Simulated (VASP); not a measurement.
# SnTe in VASP: further runs

Runs on SnTe. Level: PBE. Tasks: single point.

Program: VASP 6.6.1. These are calculated values, not measurements. Logs are shortened: lines on timing, memory, paths and dates and some standing lists are left out, and cuts for length are marked.

**1. The cell of the first run**

The typed cell holds 8 atoms: a = 4.422 Å, b = 7.627 Å, c = 8.231 Å, α = 90.00°, β = 90.00°, γ = 90.01°.

**2. Single point, PBE**

File INCAR:

```
PREC = Accurate
ENCUT = 520
EDIFF = 1E-6
ISMEAR = 0
SIGMA = 0.2
LREAL = F
LASPH = T
NELM = 100
ALGO = Normal
ISIF = 2
LWAVE = F
LCHARG = F
GGA = PE
NBANDS = 50
```

File KPOINTS:

```
Automatic mesh
0
Gamma
  6 4 4
```

File POSCAR:

```
SnTe
1.0
    4.4218164949     -0.0004104032     -0.0022703563
   -0.0001227926      7.6274959548      0.0025363717
    0.0036742073     -0.0026017560      8.2306436538
Sn Te
4 4
Direct
   -0.0001827520      0.0005297680      0.0216196635
    0.5000196998      0.5006503663      0.0215132773
    0.0001020729     -0.0005297716      0.5216630310
    0.5000956876      0.4993364264      0.5213715993
    0.0000544672      0.3345069964      0.2283597345
    0.4998366783      0.8345119161      0.2286316185
    0.5000173710      0.1655604286      0.7286088568
    0.0000567753      0.6654338699      0.7282322190
```

Potentials or basis: VASP PAW PBE potentials, release 64 (Sn_d, Te).

The run is started by

```bash
cat potpaw_PBE.64/Sn_d/POTCAR potpaw_PBE.64/Te/POTCAR > POTCAR
mpirun -np 1 vasp_std > vasp.out
```

OUTCAR:

```text
PREC = Accurate
   ENCUT = 520
   EDIFF = 1E-6
   ISMEAR = 0
   LREAL = F
   LASPH = T
   NELM = 100
   ISIF = 2
   GGA = PE

 ion  position               nearest neighbor table
   1  1.000  0.001  0.022-   5 3.06   6 3.06   6 3.07   7 3.50   7 3.51   8 3.52
   2  0.500  0.501  0.022-   6 3.06   5 3.06   5 3.06   8 3.51   8 3.51   7 3.51
   3  0.000  0.999  0.522-   8 3.06   7 3.06   7 3.07   6 3.50   6 3.51   5 3.52
   4  0.500  0.499  0.521-   8 3.06   7 3.06   8 3.06   5 3.50   5 3.51   6 3.51
   5  0.000  0.335  0.228-   1 3.06   2 3.06   2 3.06   4 3.50   4 3.51   3 3.52
   6  0.500  0.835  0.229-   2 3.06   1 3.06   1 3.07   3 3.50   3 3.51   4 3.51
   7  0.500  0.166  0.729-   4 3.06   3 3.06   3 3.07   1 3.50   1 3.51   2 3.51
   8  0.000  0.665  0.728-   3 3.06   4 3.06   4 3.06   2 3.51   2 3.51   1 3.52

  LATTYP: Found a triclinic cell.
 ALAT       =    17.8890050548
 B/A-ratio  =     0.4263790163
 C/A-ratio  =     0.9527948881
 COS(alpha) =     0.0000124439
 COS(beta)  =     0.5084627331
 COS(gamma) =     0.8527774424

  Lattice vectors:

 A1 = (  -4.4257362874,  15.2580040688,  -8.2233005541)
 A2 = (  -0.0001227926,   7.6274959548,   0.0025363717)
 A3 = (  -4.4291649095,   0.0056139152, -16.4590169513)

Analysis of symmetry for initial positions (statically):
=====================================================================
 Subroutine PRICEL returns:
 Original cell was already a primitive cell.

 Routine SETGRP: Setting up the symmetry group for a
 triclinic supercell.

 Subroutine GETGRP returns: Found  1 space group operations
 (whereof  1 operations were pure point group operations)
 out of a pool of  2 trial point group operations.

The static configuration has the point symmetry C_1 .

Analysis of symmetry for dynamics (positions and initial velocities):
=====================================================================
 Subroutine PRICEL returns:
 Original cell was already a primitive cell.

 Routine SETGRP: Setting up the symmetry group for a
 triclinic supercell.

 Subroutine GETGRP returns: Found  1 space group operations
 (whereof  1 operations were pure point group operations)
 out of a pool of  2 trial point group operations.

The dynamic configuration has the point symmetry C_1 .

 Subroutine INISYM returns: Found  1 space group operations
 (whereof  1 operations are pure point group operations),
 and found     1 'primitive' translations

----------------------------------------------------------------------------------------

                                     Primitive cell

  volume of cell :     277.5982

  direct lattice vectors                    reciprocal lattice vectors
     4.421816495 -0.000410403 -0.002270356     0.226151351  0.000003674 -0.000100954
    -0.000122793  7.627495955  0.002536372     0.000012190  0.131104612  0.000041438
     0.003674207 -0.002601756  8.230643654     0.000062378 -0.000040400  0.121497140

  length of vectors
     4.421817097  7.627496377  8.230644885     0.226151373  0.131104619  0.121497163

  position of ions in fractional coordinates (direct lattice)
     0.999817248  0.000529768  0.021619663
     0.500019700  0.500650366  0.021513277
     0.000102073  0.999470228  0.521663031
     0.500095688  0.499336426  0.521371599
     0.000054467  0.334506996  0.228359735
     0.499836678  0.834511916  0.228631619
     0.500017371  0.165560429  0.728608857
     0.000056775  0.665433870  0.728232219

  ion indices of the primitive-cell ions
   primitive index   ion index
                 1           1
                 2           2
                 3           3
                 4           4
                 5           5
                 6           6
                 7           7
                 8           8

----------------------------------------------------------------------------------------

 KPOINTS: Automatic mesh

Automatic generation of k-mesh.
 Grid dimensions read from file:
 generate k-points for:    6    4    4

 Generating k-lattice:

  Cartesian coordinates                     Fractional coordinates (reciprocal lattice)
     0.037691892  0.000000612 -0.000016826     0.166666667  0.000000000  0.000000000
     0.000003047  0.032776153  0.000010359    -0.000000000  0.250000000  0.000000000
     0.000015595 -0.000010100  0.030374285    -0.000000000 -0.000000000  0.250000000

  Length of vectors
     0.037691896  0.032776155  0.030374291

  Shift w.r.t. Gamma in fractional coordinates (k-lattice)
     0.000000000  0.000000000  0.000000000

 Subroutine IBZKPT returns following result:
 ===========================================

 Found     52 irreducible k-points:

 Following reciprocal coordinates:
            Coordinates               Weight
  0.000000  0.000000  0.000000      1.000000
  0.166667  0.000000  0.000000      2.000000
  0.333333  0.000000  0.000000      2.000000
  0.500000  0.000000  0.000000      1.000000
  0.000000  0.250000  0.000000      2.000000
  0.166667  0.250000  0.000000      2.000000
[... 16 lines left out ...]
  0.333333  0.250000  0.250000      2.000000
  0.500000  0.250000  0.250000      2.000000
 [... further k-points ...]
   k-points           NKPTS =     52   k-points in BZ     NKDIM =     52   number of bands    NBANDS=     50
   number of dos      NEDOS =    301   number of ions     NIONS =      8
   total plane-waves  NPLWV = 138240
   dimension x,y,z NGX =    36 NGY =   60 NGZ =   64
   dimension x,y,z NGXF=    72 NGYF=  120 NGZF=  128
   ions per type =               4   4
   NGX,Y,Z   is equivalent  to a cutoff of  13.53, 13.08, 12.93 a.u.
   NGXF,Y,Z  is equivalent  to a cutoff of  27.07, 26.15, 25.85 a.u.
 SYSTEM =  unknown system
   PREC   = accura    normal or accurate (medium, high low for compatibility)
   ISTART =      0    job   : 0-new  1-cont  2-samecut
   ICHARG =      2    charge: 1-file 2-atom 10-const
   ISPIN  =      1    spin polarized calculation?
   LNONCOLLINEAR =      F non collinear calculations
   LSORBIT =      F    spin-orbit coupling
   LASPH  =      T    aspherical Exc in radial PAW
   ENCUT  =  520.0 eV  38.22 Ry    6.18 a.u.   8.22 14.18 15.30*2*pi/ulx,y,z
   NELM   =    100;   NELMIN=  2; NELMDL= -5     # of ELM steps
   EDIFF  = 0.1E-05   stopping-criterion for ELM
   LREAL  =      F    real-space projection
   EDIFFG = 0.1E-04   stopping-criterion for IOM
   NSW    =      0    number of steps for IOM
   IBRION =     -1    ionic relax: 0-MD 1-quasi-New 2-CG
   NFREE  =      0    steps in history (QN), initial steepest desc. (CG)
   ISIF   =      2    stress and relaxation
   ISYM   =      2    0-nonsym 1-usesym 2-fastsym
   POTIM  = 0.5000    time-step for ionic-motion
   TEBEG  =    0.0;   TEEND  =   0.0 temperature during run
   PSTRESS=    0.0 pullay stress
   NELECT =      80.0000    total number of electrons
   NUPDOWN=      -1.0000    fix difference up-down
   EMIN   =  10.00;   EMAX   =-10.00  energy-range for DOS
   EFERMI =   0.00;   METHOD = LEGACY
   ISMEAR =     0;   SIGMA  =   0.20  broadening in eV -4-tet -1-fermi 0-gaus
   EFERMI_NEDOS =   21; number of points for ismear=-14 and -15
   IALGO  =     38    algorithm
   IMIX   =      4    mixing-type and parameters
     AMIX     =   0.40;   BMIX     =  1.00
     AMIX_MAG =   1.60;   BMIX_MAG =  1.00
  volume/ion in A,a.u.               =      34.70       234.17
  Fermi-wavevector in a.u.,A,eV,Ry     =   1.081349  2.043454 15.909510  1.169316
  Thomas-Fermi vector in A             =   2.217363
   LORBIT       =      0    0 simple, 1 ext, 2 COOP (PROOUT), +10 PAW based schemes
   GGA     = PE    functional components
   LHFCALC =     F    Hartree Fock is set to
   AEXX    =    0.0000 exact exchange contribution
   IVDW    =     0    specifies the selected vdW correction
   LEPSILON=     F    determine dielectric tensor
   LRPA    =     F    only Hartree local field effects (RPA)
 non-spin polarized calculation
 Gauss-broadening in eV      SIGMA  =   0.20
  energy-cutoff  :      520.00
  volume of cell :      277.60
 maximum number of plane-waves:      7504
 NGX is ok and might be reduce to    36
   NGX = 17   NGY = 29   NGZ = 31

 number of electron      79.9999995 magnetization

 Free energy of the ion-electron system (eV)
  ---------------------------------------------------
  ext. energy  EPLUGINS =         0.00000000
  ---------------------------------------------------
  free energy    TOTEN  =       -29.91514265 eV

  energy without entropy =      -29.90227942  energy(sigma->0) =      -29.90871104

 E-fermi :   5.7729     XC(G=0):  -8.9966

 val. band max:        5.7714889313   @ k =   0.5000   0.5000   0.0000
 cond. band min:       5.8942677927   @ k =   0.0000   0.2500   0.0000
 fundamental gap:      0.1227788614
 Fermi energy:         5.7728736403

 k-point     1 :       0.0000    0.0000    0.0000
  band No.  band energies     occupation
      1     -16.0568      2.00000
      2     -16.0518      2.00000
      3     -16.0502      2.00000
      4     -16.0502      2.00000
      5     -16.0482      2.00000
      6     -16.0481      2.00000
[... 42 lines left out ...]
     49       8.4140      0.00000
     50       8.8352      0.00000

 k-point     2 :       0.1667    0.0000    0.0000
  band No.  band energies     occupation
      1     -16.0548      2.00000
      2     -16.0510      2.00000
      3     -16.0504      2.00000
      4     -16.0489      2.00000
      5     -16.0485      2.00000
      6     -16.0465      2.00000
[... 42 lines left out ...]
     49       8.6859      0.00000
     50       8.9362      0.00000

 k-point     3 :       0.3333    0.0000    0.0000
  band No.  band energies     occupation
      1     -16.0527      2.00000
      2     -16.0513      2.00000
      3     -16.0507      2.00000
      4     -16.0495      2.00000
      5     -16.0462      2.00000
      6     -16.0442      2.00000
[... 1102 lines left out ...]
     49       8.9156      0.00000
     50       9.3194      0.00000

 k-point    24 :       0.5000    0.2500    0.2500
  band No.  band energies     occupation
      1     -16.0544      2.00000
      2     -16.0543      2.00000
      3     -16.0512      2.00000
      4     -16.0511      2.00000
      5     -16.0436      2.00000
      6     -16.0435      2.00000
[... 42 lines left out ...]
     49       8.9630      0.00000
     50       8.9644      0.00000

 [... further k-points ...]

------------------------ aborting loop because EDIFF is reached ----------------------------------------

  FORCE on cell =-STRESS in cart. coord.  units (eV):
  Direction    XX          YY          ZZ          XY          YZ          ZX
  --------------------------------------------------------------------------------------
  -------------------------------------------------------------------------------------
  Total       -0.0355624     -0.0459895     -0.0274331      0.0031012     -0.0014567      0.0045410
  in kB       -0.2052510     -0.2654315     -0.1583322      0.0178987     -0.0084076      0.0262085
  external PRESSURE =      -0.2096716 kB  Pullay stress =       0.0000000 kB

 VOLUME and BASIS-vectors are now :
 -----------------------------------------------------------------------------
  energy-cutoff  :      520.00
  volume of cell :      277.60
      direct lattice vectors                 reciprocal lattice vectors
     4.421816495 -0.000410403 -0.002270356     0.226151351  0.000003674 -0.000100954
    -0.000122793  7.627495955  0.002536372     0.000012190  0.131104612  0.000041438
     0.003674207 -0.002601756  8.230643654     0.000062378 -0.000040400  0.121497140

 POSITION                                       TOTAL-FORCE (eV/Angst)
 -----------------------------------------------------------------------------------
      4.42109      0.00357      0.17568         0.000358     -0.000486     -0.010398
      2.21101      3.81845      0.17720        -0.000016      0.000226     -0.011131
      0.00225      7.62210      4.29616        -0.001138      0.000577     -0.011054
      2.21319      3.80712      4.29135        -0.000745      0.000354     -0.009162
      0.00104      2.55086      1.88040        -0.000613     -0.000527      0.009678
      2.21092      6.36444      1.88277         0.000498     -0.000404      0.009295
      2.21364      1.26071      5.99620         0.000778     -0.000458      0.010091
      0.00285      5.07370      5.99551         0.000880      0.000718      0.012682
 -----------------------------------------------------------------------------------
    total drift:                                0.000009     -0.000021     -0.000711

  FREE ENERGIE OF THE ION-ELECTRON SYSTEM (eV)
  ---------------------------------------------------
  free  energy   TOTEN  =       -29.9151426487 eV

  energy  without entropy=      -29.9022794250  energy(sigma->0) =      -29.90871104
```

Run time: 11 min. Hardware: 1 thread of Intel Xeon Platinum 8488C (Sapphire Rapids), shared host; peak memory 0.72 GiB.

Results:

| Property | Result |
| --- | --- |
| Free energy | -29.9151 eV |
| Pressure | 0.0 GPa |
| Largest force | 0.013 eV/Å |
| Band gap on the k mesh | zero (bands 40 and 41 overlap by 0.15 eV) |

Forces in eV/Å, atoms in the order of the input:
```
Sn   0.000  0.000 -0.010
Sn   0.000  0.000 -0.011
Sn  -0.001  0.001 -0.011
Sn  -0.001  0.000 -0.009
Te  -0.001 -0.001  0.010
Te   0.000  0.000  0.009
Te   0.001  0.000  0.010
Te   0.001  0.001  0.013
```

Caveat: semilocal functionals underestimate gaps, so a narrow gap can read as zero; spin-orbit coupling is left out, which moves the levels of the heavy elements.

(Continued in part 2 of 2.)
